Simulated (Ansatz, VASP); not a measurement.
## In in VASP and in Ansatz

Contents of INCAR:

```
PREC = Accurate
ENCUT = 520
EDIFF = 1E-6
ISMEAR = 0
SIGMA = 0.15
LREAL = False
LASPH = True
NELM = 60
ALGO = Fast
ISIF = 2
LWAVE = False
LCHARG = False
GGA = PE
NBANDS = 12
```

KPOINTS

```
Automatic mesh
0
Gamma
  22 22 22
```

POSCAR

```
In
1.0
   -1.7517169856      1.7517169856      2.1319854806
    1.7517169856     -1.7517169856      2.1319854806
    1.7517169856      1.7517169856     -2.1319854806
In
1
Direct
    0.0000000000      0.0000000000      0.0000000000
```

Input for Ansatz:

```yaml
crystal:
  lattice:
    - [-1.7517169856, 1.7517169856, 2.1319854806]
    - [1.7517169856, -1.7517169856, 2.1319854806]
    - [1.7517169856, 1.7517169856, -2.1319854806]
  atoms:
    - { symbol: In, position: [0.0, 0.0, 0.0] }
basis:
  ecutwfc: 420
kpoints:
  mp_grid: { grid: [22, 22, 22] }
hamiltonian:
  xc: pbe
scf:
  occupations: { method: gaussian, width: 0.15 }
output:
  forces: true
  stress: true
  eigenvalues: true
```

Alike in both runs: task single point; functional PBE; k mesh 22 × 22 × 22; occupations gaussian, width 0.15 eV; no spin polarisation.

```csv
,VASP,Ansatz
version,VASP 6.6.1,Ansatz 0.2.0
potentials or method,"VASP PAW PBE potentials, release 64 (In_d), cutoff 520 eV","scalar-relativistic, plane waves, PAW"
valence electrons in the cell,13,13
```

```csv
,VASP,Ansatz,Ansatz less VASP
gap on the k mesh at the Fermi level (eV),none,none,-
pressure (GPa),1.9,2.0,+0.09
"traceless stress, the component that is largest in VASP (GPa)",0.47,0.47,-0.001
```

A gap of «none» marks a metal or a gap that the smearing closes.
